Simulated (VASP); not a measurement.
Wanted: the native input for a VASP 6.6.1 run.

- Task: single point
- Functional: PBE
- Potentials or basis: VASP PAW PBE potentials, release 64 (Zr_sv)
- Cutoff: 520 eV
- k mesh: 9 × 9 × 5
- Occupations: fermi-dirac, width 0.05 eV
- Spin: no spin polarisation
- Dipole correction: no
- Further INCAR settings: ALGO = Normal; EDIFF = 1e-07; NBANDS = 19

The structure of Zr lies in POSCAR:

```
Zr
1.0
    3.1825090000      0.0000000000      0.0000000000
   -1.5912540000      2.7561330000      0.0000000000
    0.0000000000      0.0000000000      5.1229500000
Zr
2
Direct
    0.3333330000      0.6666670000      0.2500000000
    0.6666670000      0.3333330000      0.7500000000
```

The input as run:

INCAR

```
SYSTEM = Zr
PREC = Accurate ; ENCUT = 520
EDIFF = 1E-7 ; ISMEAR = -1
SIGMA = 0.05 ; LREAL = .False.
LASPH = .True. ; NELM = 80
ALGO = Normal ; ISIF = 2
LWAVE = .False. ; LCHARG = .True.
GGA = PE ; LELF = .True.
LVHAR = .True. ; NBANDS = 19
```

KPOINTS

```
regular mesh
0
Gamma
  9 9 5
  0 0 0
```

Potentials or basis: VASP PAW PBE potentials, release 64 (Zr_sv).

Launch:

```console
$ cat potpaw_PBE.64/Zr_sv/POTCAR > POTCAR
$ mpirun -np 1 vasp_std > vasp.out
```

Results of the run:

```json
{"Pressure": "4.0 GPa", "Band gap on the k mesh": "zero (band 12 reaches 10.28 eV, above the bottom of band 13 at 9.14 eV)"}
```

It took 35 s on 1 thread of Intel Xeon 6975P-C, on a shared host, peak memory 0.17 GiB.
